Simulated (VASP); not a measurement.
Wanted: the native input for a VASP 6.6.1 run.

- Task: single point
- Functional: r2SCAN
- Potentials or basis: VASP PAW PBE potentials, release 64 (Sr_sv, O)
- Cutoff: 520 eV
- k mesh: 6 × 6 × 4
- Occupations: gaussian, width 0.01 eV
- Spin: no spin polarisation
- Dipole correction: no
- Further INCAR settings: ALGO = Normal; EDIFF = 1e-06; NBANDS = 24

The system is SrO.

```
Sr O
1.0
     4.27003    0.00000    0.00000
    -2.13502    3.69796    0.00000
     0.00000    0.00000    5.14445
Sr O
2 2
Direct
  0.33333 0.66667 0.93750
  0.66667 0.33333 0.43750
  0.33333 0.66667 0.43750
  0.66667 0.33333 0.93750
```

One way to write it, as run:

POSCAR

```
SrO
1.0
    4.2700309501      0.0000000000      0.0000000000
   -2.1350154750      3.6979552777      0.0000000000
    0.0000000000      0.0000000000      5.1444468281
Sr O
2 2
Direct
    0.3333333333      0.6666666667     -0.0625000000
    0.6666666667      0.3333333333      0.4375000000
    0.3333333333      0.6666666667      0.4375000000
    0.6666666667      0.3333333333      0.9375000000
```

INCAR.step1

```
ALGO = Normal
EDIFF = 1E-4
ENCUT = 520
GGA = PE
ISMEAR = 0
LASPH = T
LCHARG = F
LREAL = F
LWAVE = T
NBANDS = 24
NELM = 60
PREC = Accurate
SIGMA = 0.01
```

INCAR.step2

```
ALGO = Normal
EDIFF = 1E-6
ENCUT = 520
ISIF = 2
ISMEAR = 0
ISTART = 1
LASPH = T
LCHARG = F
LMIXTAU = T
LREAL = F
LWAVE = F
METAGGA = R2SCAN
NBANDS = 24
NELM = 60
PREC = Accurate
SIGMA = 0.01
```

KPOINTS

```
k-points
0
Gamma
  6 6 4
```

Potentials or basis: VASP PAW PBE potentials, release 64 (Sr_sv, O).

Run with:

```bash
$ cat potpaw_PBE.64/Sr_sv/POTCAR potpaw_PBE.64/O/POTCAR > POTCAR
$ cp INCAR.step1 INCAR
$ mpirun -np 1 vasp_std > vasp.out
$ cp INCAR.step2 INCAR
$ mpirun -np 1 vasp_std > vasp.out
```

It gave:

```
Pressure               : 0.5 GPa
Band gap on the k mesh : 3.02 eV, direct
```

Caveat: the PAW data sets were made with another functional, which shifts forces and pressure a little.

Wall time 49 s on 1 thread of Intel(R) Xeon(R) 6975P-C (Granite Rapids) (shared host), peak memory 0.21 GiB.
